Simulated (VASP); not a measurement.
Write the native input for VASP 6.6.1 that does the following.

* Task: single point
* Functional: PBE
* Potentials or basis: VASP PAW PBE potentials, release 64 (Si, O)
* Cutoff: 520 eV
* k mesh: 8 × 8 × 8
* Occupations: gaussian, width 0.01 eV
* Spin: no spin polarisation
* Dipole correction: no
* Further INCAR settings: ALGO = Normal; EDIFF = 1e-07; NBANDS = 25

The structure of SiO2 lies in POSCAR:

```
SiO2
1.0
   -1.7455993066      1.7455993066      4.2169609648
    1.7455993066     -1.7455993066      4.2169609648
    1.7455993066      1.7455993066     -4.2169609648
Si O
2 4
Direct
    0.7500000000      0.2500000000      0.5000000000
    0.0000000000      0.0000000000      0.0000000000
    0.5421687973      0.0421687973      0.5000000000
    0.7921687973      0.7921687973      0.0000000000
    0.2078312027      0.2078312027      0.0000000000
    0.9578312027      0.4578312027      0.5000000000
```

These files were run (other wordings do the same):

INCAR

```
PREC = Accurate
ENCUT = 520
EDIFF = 1E-7
ISMEAR = 0
SIGMA = 0.01
LREAL = F
LASPH = T
NELM = 60
ALGO = Normal
ISIF = 2
LWAVE = F
LCHARG = F
GGA = PE
NBANDS = 25
```

KPOINTS

```
Automatic mesh
0
Gamma
  8 8 8
```

Potentials or basis: VASP PAW PBE potentials, release 64 (Si, O).

Launch:

```sh
$ cat potpaw_PBE.64/Si/POTCAR potpaw_PBE.64/O/POTCAR > POTCAR
$ mpirun -np 1 vasp_std > vasp.out
```

It gave:

| Quantity | Value |
| --- | --- |
| Pressure | 8.9 GPa |
| Largest force | 0.303 eV/Å |
| Band gap on the k mesh | 6.33 eV (least direct gap 6.98 eV) |

Caveat: the cell stands under pressure.

Run time: 2.2 min on 1 thread of Intel Xeon 8259CL (shared host), peak memory 0.23 GiB.
